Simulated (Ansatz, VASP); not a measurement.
TiO2: VASP beside Ansatz

File INCAR:

```
SYSTEM = TiO2
ALGO = Normal
EDIFF = 1E-6
ENCUT = 520
GGA = PE
ISIF = 2
ISMEAR = 0
ISPIN = 2
LASPH = .True.
LCHARG = .True.
LELF = .True.
LMAXMIX = 4
LORBIT = 11
LREAL = .False.
LVHAR = .True.
LWAVE = .False.
MAGMOM = 1 1 1 1 0 0 0 0 0 0 0 0
NBANDS = 64
NELM = 150
PREC = Accurate
SIGMA = 0.1
```

The input KPOINTS:

```
k-points
0
Gamma
  4 4 4
  0 0 0
```

The input POSCAR:

```
TiO2
1.0
    4.5453495500      0.0000000000      0.0000000000
    0.0000000000      5.5196194400      0.0000000000
    0.0000000000      0.0000000000      4.9091968600
Ti O
4 8
Direct
    0.5000000000      0.6729909300      0.7500000000
    0.0000000000      0.8270090700      0.2500000000
    0.5000000000      0.3270090700      0.2500000000
    0.0000000000      0.1729909300      0.7500000000
    0.7285493800      0.6182753600      0.0813509200
    0.2285493800      0.8817246400      0.9186490800
    0.7714506200      0.8817246400      0.5813509200
    0.2714506200      0.6182753600      0.4186490800
    0.7285493800      0.3817246400      0.5813509200
    0.2285493800      0.1182753600      0.4186490800
    0.7714506200      0.1182753600      0.0813509200
    0.2714506200      0.3817246400      0.9186490800
```

Input for Ansatz:

```yaml
crystal:
  lattice:
    - [4.54534955, 0.0, 0.0]
    - [0.0, 5.51961944, 0.0]
    - [0.0, 0.0, 4.90919686]
  atoms:
    - { symbol: Ti, position: [0.5, 0.67299093, 0.75], spin: 1.0 }
    - { symbol: Ti, position: [0.0, 0.82700907, 0.25], spin: 1.0 }
    - { symbol: Ti, position: [0.5, 0.32700907, 0.25], spin: 1.0 }
    - { symbol: Ti, position: [0.0, 0.17299093, 0.75], spin: 1.0 }
    - { symbol: O, position: [0.72854938, 0.61827536, 0.08135092] }
    - { symbol: O, position: [0.22854938, 0.88172464, 0.91864908] }
    - { symbol: O, position: [0.77145062, 0.88172464, 0.58135092] }
    - { symbol: O, position: [0.27145062, 0.61827536, 0.41864908] }
    - { symbol: O, position: [0.72854938, 0.38172464, 0.58135092] }
    - { symbol: O, position: [0.22854938, 0.11827536, 0.41864908] }
    - { symbol: O, position: [0.77145062, 0.11827536, 0.08135092] }
    - { symbol: O, position: [0.27145062, 0.38172464, 0.91864908] }
basis:
  ecutwfc: 420
kpoints:
  mp_grid: { grid: [4, 4, 4] }
hamiltonian:
  xc: pbe
scf:
  occupations: { method: gaussian, width: 0.1 }
  lower_state_search: "off"
output:
  forces: true
  stress: true
  eigenvalues: true
  populations: true
magnetization:
  spin_polarized: true
```

Alike in both runs: task single point; functional PBE; k mesh 4 × 4 × 4; occupations gaussian, width 0.1 eV; collinear spin.

|  | VASP | Ansatz |
| --- | --- | --- |
| version | VASP 6.6.1 | Ansatz 0.2.0 |
| potentials or method | VASP PAW PBE potentials, release 64 (Ti_sv, O), cutoff 520 eV | scalar-relativistic, plane waves, PAW |
| valence electrons in the cell | 96 | 96 |

VASP gave:

```
gap on the k mesh at the Fermi level (eV) : 2.60
least direct gap on the mesh (eV)         : 2.65
pressure (GPa)                            : 4.8
rms of the force components (eV/Å)        : 0.036
net moment per atom (μB)                  : 0.00
```

Q: Estimate Ansatz's values.

A: gap on the k mesh at the Fermi level (eV): 2.62; least direct gap on the mesh (eV): 2.67; pressure (GPa): 4.1; rms of the force components (eV/Å): 0.049; net moment per atom (μB): 0.00.

Atom by atom the forces differ by 0.016 eV/Å (rms over components). With one functional, cell and mesh, what is left measures potentials, basis and numerics. Ansatz's warnings: seeded moment not kept.
